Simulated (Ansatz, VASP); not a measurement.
Mg: VASP beside Ansatz

```
Mg
1.0
     0.00000    2.27379    2.27379
     2.27379    0.00000    2.27379
     2.27379    2.27379    0.00000
Mg
1
Cartesian
  0.0000 0.0000 0.0000
```

Change from the starting cell: volume scaled by 1.04, crystal datasets.

Alike in both runs: task electric field gradients; functional PBE; k mesh 16 × 16 × 16; occupations fermi-dirac, width 0.03 eV; no spin polarisation.

|  | VASP | Ansatz |
| --- | --- | --- |
| version | VASP 6.6.1 | Ansatz 0.2.0 |
| potentials or method | VASP PAW PBE potentials, release 64 (Mg), cutoff 520 eV | all-electron PAW with datasets made for the crystal, scalar-relativistic |

```tsv
	VASP	Ansatz	Ansatz less VASP
pressure (GPa)	-0.7	-0.6	+0.10
```

Ansatz ran all-electron here, and VASP with PAW potentials.
